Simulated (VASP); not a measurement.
# Sr3CuOs (Pm-3m) in VASP: single point with PBE

Aim: the single point of Sr3CuOs with PBE.

All numbers are computed with VASP 6.6.1; they aren't measurements. Logs are shortened: lines on timing, memory, paths and dates and some standing lists are left out, and cuts for length are marked.

**1. The cell of the first run**

It takes space group Pm-3m (No. 221, cubic). The conventional cell has a = 5.600 Å, b = 5.600 Å, c = 5.600 Å, α = 90.00°, β = 90.00°, γ = 90.00°. Sr (site symmetry 4/mmm) has 2 Cu at 2.80 Å within 3.7 Å. Within 3.7 Å of Cu (site symmetry m-3m) lie 6 Sr at 2.80 Å. Os (site symmetry m-3m) has 12 Sr at 3.96 Å and 8 Cu at 4.85 Å within 5.2 Å.

**2. Single point, PBE, collinear spin**

File INCAR:

```
SYSTEM = Sr3CuOs
ALGO     = Normal         ! electronic algorithm
EDIFF    = 1E-6           ! SCF threshold, eV
ENCUT    = 520            ! plane-wave cutoff, eV
GGA      = PE             ! functional
ISIF     = 2              ! what is computed and relaxed
ISMEAR   = 0              ! smearing method
ISPIN    = 2              ! spin polarisation
LASPH    = .TRUE.         ! aspherical terms in the spheres
LCHARG   = .FALSE.        ! write CHGCAR
LMAXMIX  = 4              ! l up to which the mixer works
LORBIT   = 11             ! projections on sites
LREAL    = .FALSE.        ! projectors in reciprocal space
LWAVE    = .FALSE.        ! write WAVECAR
MAGMOM   = 0 0 0 0 2.12   ! initial moments
NBANDS   = 36             ! bands
NELM     = 150            ! most SCF steps
PREC     = Accurate       ! precision mode
SIGMA    = 0.1            ! smearing width, eV
```

File KPOINTS:

```
k-points
0
G
  8 8 8
  0 0 0
```

File POSCAR:

```
Sr3CuOs
1.0
    5.5998234088      0.0000000000      0.0000000000
    0.0000000000      5.5998234088      0.0000000000
    0.0000000000      0.0000000000      5.5998234088
Sr Cu Os
3 1 1
Direct
    0.5000000000      0.0000000000      0.0000000000
    0.0000000000      0.5000000000      0.0000000000
    0.0000000000      0.0000000000      0.5000000000
    0.0000000000      0.0000000000      0.0000000000
    0.5000000000      0.5000000000      0.5000000000
```

Potentials or basis: VASP PAW PBE potentials, release 64 (Sr_sv, Cu, Os).

On the command line:

```sh
$ cat potpaw_PBE.64/Sr_sv/POTCAR potpaw_PBE.64/Cu/POTCAR potpaw_PBE.64/Os/POTCAR > POTCAR
$ mpirun -np 1 vasp_std > vasp.out
```

OUTCAR:

```text
SYSTEM = Sr3CuOs
   EDIFF = 1E-6
   ENCUT = 520
   GGA = PE
   ISIF = 2
   ISMEAR = 0
   ISPIN = 2
   LASPH = .TRUE.
   LORBIT = 11
   LREAL = .FALSE.
   NELM = 150
   PREC = Accurate

 ion  position               nearest neighbor table
   1  0.500  0.000  0.000-   4 2.80   4 2.80   2 3.96   5 3.96   3 3.96   5 3.96   2 3.96   5 3.96
                             5 3.96   2 3.96   3 3.96   3 3.96   3 3.96   2 3.96
   2  0.000  0.500  0.000-   4 2.80   4 2.80   1 3.96   5 3.96   3 3.96   5 3.96   1 3.96   3 3.96
                             3 3.96   3 3.96   1 3.96   5 3.96   5 3.96   1 3.96
   3  0.000  0.000  0.500-   4 2.80   4 2.80   1 3.96   5 3.96   1 3.96   2 3.96   2 3.96   2 3.96
                             5 3.96   2 3.96   1 3.96   5 3.96   1 3.96   5 3.96
   4  0.000  0.000  0.000-   1 2.80   2 2.80   3 2.80   3 2.80   2 2.80   1 2.80
   5  0.500  0.500  0.500-   1 3.96   2 3.96   3 3.96   1 3.96   2 3.96   1 3.96   3 3.96   1 3.96
                             2 3.96   3 3.96   2 3.96   3 3.96

  LATTYP: Found a simple cubic cell.
 ALAT       =     5.5998234088

  Lattice vectors:

 A1 = (   5.5998234088,   0.0000000000,   0.0000000000)
 A2 = (   0.0000000000,   5.5998234088,   0.0000000000)
 A3 = (   0.0000000000,   0.0000000000,   5.5998234088)

Analysis of symmetry for initial positions (statically):
=====================================================================
 Subroutine PRICEL returns:
 Original cell was already a primitive cell.

 Routine SETGRP: Setting up the symmetry group for a
 simple cubic supercell.

 Subroutine GETGRP returns: Found 48 space group operations
 (whereof 48 operations were pure point group operations)
 out of a pool of 48 trial point group operations.

The static configuration has the point symmetry O_h .

Analysis of symmetry for dynamics (positions and initial velocities):
=====================================================================
 Subroutine PRICEL returns:
 Original cell was already a primitive cell.

 Routine SETGRP: Setting up the symmetry group for a
 simple cubic supercell.

 Subroutine GETGRP returns: Found 48 space group operations
 (whereof 48 operations were pure point group operations)
 out of a pool of 48 trial point group operations.

The dynamic configuration has the point symmetry O_h .

Analysis of structural, dynamic, and magnetic symmetry:
=====================================================================
 Subroutine PRICEL returns:
 Original cell was already a primitive cell.

 Routine SETGRP: Setting up the symmetry group for a
 simple cubic supercell.

 Subroutine GETGRP returns: Found 48 space group operations
 (whereof 48 operations were pure point group operations)
 out of a pool of 48 trial point group operations.

The overall configuration has the point symmetry O_h .

 Subroutine INISYM returns: Found 48 space group operations
 (whereof 48 operations are pure point group operations),
 and found     1 'primitive' translations

----------------------------------------------------------------------------------------

                                     Primitive cell

  volume of cell :     175.5994

  direct lattice vectors                    reciprocal lattice vectors
     5.599823409  0.000000000  0.000000000     0.178577060  0.000000000  0.000000000
     0.000000000  5.599823409  0.000000000     0.000000000  0.178577060  0.000000000
     0.000000000  0.000000000  5.599823409     0.000000000  0.000000000  0.178577060

  length of vectors
     5.599823409  5.599823409  5.599823409     0.178577060  0.178577060  0.178577060

  position of ions in fractional coordinates (direct lattice)
     0.500000000  0.000000000  0.000000000
     0.000000000  0.500000000  0.000000000
     0.000000000  0.000000000  0.500000000
     0.000000000  0.000000000  0.000000000
     0.500000000  0.500000000  0.500000000

  ion indices of the primitive-cell ions
   primitive index   ion index
                 1           1
                 2           2
                 3           3
                 4           4
                 5           5

----------------------------------------------------------------------------------------

 KPOINTS: k-points

Automatic generation of k-mesh.
 Grid dimensions read from file:
 generate k-points for:    8    8    8

 Generating k-lattice:

  Cartesian coordinates                     Fractional coordinates (reciprocal lattice)
     0.022322132  0.000000000  0.000000000     0.125000000  0.000000000  0.000000000
     0.000000000  0.022322132  0.000000000     0.000000000  0.125000000  0.000000000
     0.000000000  0.000000000  0.022322132     0.000000000  0.000000000  0.125000000

  Length of vectors
     0.022322132  0.022322132  0.022322132

  Shift w.r.t. Gamma in fractional coordinates (k-lattice)
     0.000000000  0.000000000  0.000000000

 Subroutine IBZKPT returns following result:
 ===========================================

 Found     35 irreducible k-points:

 Following reciprocal coordinates:
            Coordinates               Weight
  0.000000  0.000000  0.000000      1.000000
  0.125000  0.000000  0.000000      6.000000
  0.250000  0.000000  0.000000      6.000000
  0.375000  0.000000  0.000000      6.000000
  0.500000  0.000000  0.000000      3.000000
  0.125000  0.125000  0.000000     12.000000
[... 16 lines left out ...]
  0.375000  0.375000  0.125000     24.000000
  0.500000  0.375000  0.125000     24.000000
 [... further k-points ...]
   k-points           NKPTS =     35   k-points in BZ     NKDIM =     35   number of bands    NBANDS=     36
   number of dos      NEDOS =    301   number of ions     NIONS =      5
   total plane-waves  NPLWV =  74088
   dimension x,y,z NGX =    42 NGY =   42 NGZ =   42
   dimension x,y,z NGXF=    84 NGYF=   84 NGZF=   84
   ions per type =               3   1   1
   NGX,Y,Z   is equivalent  to a cutoff of  12.47, 12.47, 12.47 a.u.
   NGXF,Y,Z  is equivalent  to a cutoff of  24.94, 24.94, 24.94 a.u.
 SYSTEM =  Sr3CuOs
   PREC   = accura    normal or accurate (medium, high low for compatibility)
   ISTART =      0    job   : 0-new  1-cont  2-samecut
   ICHARG =      2    charge: 1-file 2-atom 10-const
   ISPIN  =      2    spin polarized calculation?
   LNONCOLLINEAR =      F non collinear calculations
   LSORBIT =      F    spin-orbit coupling
   LASPH  =      T    aspherical Exc in radial PAW
   ENCUT  =  520.0 eV  38.22 Ry    6.18 a.u.  10.41 10.41 10.41*2*pi/ulx,y,z
   NELM   =    150;   NELMIN=  2; NELMDL= -5     # of ELM steps
   EDIFF  = 0.1E-05   stopping-criterion for ELM
   LREAL  =      F    real-space projection
[... 7 lines left out ...]
   TEBEG  =    0.0;   TEEND  =   0.0 temperature during run
   PSTRESS=    0.0 pullay stress
   NELECT =      49.0000    total number of electrons
   NUPDOWN=      -1.0000    fix difference up-down
   EMIN   =  10.00;   EMAX   =-10.00  energy-range for DOS
   EFERMI =   0.00;   METHOD = LEGACY
   ISMEAR =     0;   SIGMA  =   0.10  broadening in eV -4-tet -1-fermi 0-gaus
   EFERMI_NEDOS =   21; number of points for ismear=-14 and -15
   IALGO  =     38    algorithm
   IMIX   =      4    mixing-type and parameters
     AMIX     =   0.40;   BMIX     =  1.00
     AMIX_MAG =   1.60;   BMIX_MAG =  1.00
  volume/ion in A,a.u.               =      35.12       237.00
  Fermi-wavevector in a.u.,A,eV,Ry     =   1.069792  2.021613 15.571244  1.144454
  Thomas-Fermi vector in A             =   2.205482
   LORBIT       =     11    0 simple, 1 ext, 2 COOP (PROOUT), +10 PAW based schemes
   GGA     = PE    functional components
   LHFCALC =     F    Hartree Fock is set to
   AEXX    =    0.0000 exact exchange contribution
   IVDW    =     0    specifies the selected vdW correction
   LEPSILON=     F    determine dielectric tensor
   LRPA    =     F    only Hartree local field effects (RPA)
 spin polarized calculation
 Gauss-broadening in eV      SIGMA  =   0.10
  energy-cutoff  :      520.00
  volume of cell :      175.60
 maximum number of plane-waves:      4761
 NGX is ok and might be reduce to    42
   NGX = 21   NGY = 21   NGZ = 21

 number of electron      49.0000022 magnetization       1.6433920

 Free energy of the ion-electron system (eV)
  ---------------------------------------------------
  ext. energy  EPLUGINS =         0.00000000
  ---------------------------------------------------
  free energy    TOTEN  =       -15.01317214 eV

  energy without entropy =      -14.98593161  energy(sigma->0) =      -14.99955188

 E-fermi :   2.1469     XC(G=0):  -8.5589

 val. band max:        2.1457925852   @ k =   0.5000   0.2500   0.0000
 cond. band min:       2.1519382540   @ k =   0.3750   0.2500   0.2500
 fundamental gap:      0.0061456687
 Fermi energy:         2.1469343366

 spin component 1

 k-point     1 :       0.0000    0.0000    0.0000
  band No.  band energies     occupation
      1     -33.5307      1.00000
      2     -33.4895      1.00000
      3     -33.4895      1.00000
      4     -15.7414      1.00000
      5     -15.7414      1.00000
      6     -15.7414      1.00000
[... 925 lines left out ...]
     35       5.9336      0.00000
     36       6.1646      0.00000

 [... further k-points ...]

 spin component 2

 k-point     1 :       0.0000    0.0000    0.0000
  band No.  band energies     occupation
      1     -33.5469      1.00000
      2     -33.5054      1.00000
      3     -33.5054      1.00000
      4     -15.7594      1.00000
      5     -15.7594      1.00000
      6     -15.7594      1.00000
[... 925 lines left out ...]
     35       5.8518      0.00000
     36       6.1630      0.00000

 [... further k-points ...]

------------------------ aborting loop because EDIFF is reached ----------------------------------------

  FORCE on cell =-STRESS in cart. coord.  units (eV):
  Direction    XX          YY          ZZ          XY          YZ          ZX
  --------------------------------------------------------------------------------------
  -------------------------------------------------------------------------------------
  Total        0.0893754      0.0893754      0.0893754      0.0000000     -0.0000000      0.0000000
  in kB        0.8154655      0.8154655      0.8154655      0.0000000     -0.0000000      0.0000000
  external PRESSURE =       0.8154655 kB  Pullay stress =       0.0000000 kB

 VOLUME and BASIS-vectors are now :
 -----------------------------------------------------------------------------
  energy-cutoff  :      520.00
  volume of cell :      175.60
      direct lattice vectors                 reciprocal lattice vectors
     5.599823409  0.000000000  0.000000000     0.178577060  0.000000000  0.000000000
     0.000000000  5.599823409  0.000000000     0.000000000  0.178577060  0.000000000
     0.000000000  0.000000000  5.599823409     0.000000000  0.000000000  0.178577060

 POSITION                                       TOTAL-FORCE (eV/Angst)
 -----------------------------------------------------------------------------------
      2.79991      0.00000      0.00000         0.000000      0.000000      0.000000
      0.00000      2.79991      0.00000         0.000000      0.000000      0.000000
      0.00000      0.00000      2.79991         0.000000      0.000000      0.000000
      0.00000      0.00000      0.00000         0.000000      0.000000      0.000000
      2.79991      2.79991      2.79991         0.000000      0.000000      0.000000
 -----------------------------------------------------------------------------------
    total drift:                                0.000000      0.000000     -0.000000

  FREE ENERGIE OF THE ION-ELECTRON SYSTEM (eV)
  ---------------------------------------------------
  free  energy   TOTEN  =       -15.0131721429 eV

  energy  without entropy=      -14.9859316105  energy(sigma->0) =      -14.99955188

 total charge

# of ion       s       p       d       tot
------------------------------------------
    1        2.052   5.735   0.210   7.997
    2        2.052   5.735   0.210   7.997
    3        2.052   5.735   0.210   7.997
    4        0.696   0.203   9.186  10.085
    5        0.574   0.082   5.843   6.500
--------------------------------------------------
tot          7.428  17.489  15.660  40.577

 magnetization (x)

# of ion       s       p       d       tot
------------------------------------------
    1       -0.003  -0.005  -0.014  -0.022
    2       -0.003  -0.005  -0.014  -0.022
    3       -0.003  -0.005  -0.014  -0.022
    4       -0.001   0.006  -0.004   0.001
    5        0.052   0.006   1.729   1.787
--------------------------------------------------
tot          0.042  -0.003   1.684   1.722
```

It took 4.2 min on 1 thread of AMD EPYC 9R45 (Zen 5), shared host; peak memory 0.52 GiB.

Results:

* Free energy: -15.0132 eV
* Pressure: 0.1 GPa
* Net moment: 1.64 μB per cell
* Site moments: Sr -0.02; Cu +0.00; Os +1.79 μB
* Valence electrons inside the program's atomic spheres: Sr 8.00; Cu 10.09; Os 6.50

Caveat: spin-orbit coupling is left out, which moves the levels of the heavy elements.
